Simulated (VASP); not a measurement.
Set up this calculation in VASP 6.6.1, as the native input.

- Task: single point
- Functional: BLYP
- Potentials or basis: VASP PAW PBE potentials, release 64 (Ge_d)
- Cutoff: 520 eV
- k mesh: 13 × 13 × 4
- Occupations: fermi-dirac, width 0.1 eV
- Spin: no spin polarisation
- Dipole correction: no
- Further INCAR settings: ALGO = Normal; EDIFF = 1e-07; NBANDS = 36

The structure of Ge lies in POSCAR:

```
Ge
1.0
    3.1227365420      0.0000000000      0.0000000000
   -1.5613682710      2.7043691747      0.0000000000
    0.0000000000      0.0000000000     10.3202848961
Ge
4
Direct
    1.0000000000      1.0000000000      0.0000000000
    1.0000000000      1.0000000000      0.5000000000
    0.3333333333      0.6666666667      0.2500000000
    0.6666666667      0.3333333333      0.7500000000
```

This isn't the form of Ge at room conditions, which is diamond.

One way to write it, as run:

INCAR

```
  AGGAC = 1.0
  AGGAX = 1.0
  ALDAC = 0.0
  ALDAX = 1.0
  ALGO = Normal
  EDIFF = 1E-7
  ENCUT = 520
  GGA = B5
  ISIF = 2
  ISMEAR = -1
  LASPH = True
  LCHARG = False
  LREAL = False
  LWAVE = False
  NBANDS = 36
  NELM = 100
  PREC = Accurate
  SIGMA = 0.1
```

KPOINTS

```
k-points
0
Gamma
  13 13 4
```

Potentials or basis: VASP PAW PBE potentials, release 64 (Ge_d).

The run is started by

```console
$ cat potpaw_PBE.64/Ge_d/POTCAR > POTCAR
$ mpirun -np 1 vasp_std > vasp.out
```

Results of the run:

- Pressure: -0.1 GPa
- Band gap on the k mesh: zero (bands 28 and 29 overlap by 7.78 eV)

Caveat: the PAW data sets were made with another functional, which shifts forces and pressure a little.

It took 79 s on 1 thread of Intel(R) Xeon(R) 6975P-C (Granite Rapids), with other jobs on the host, peak memory 0.28 GiB.
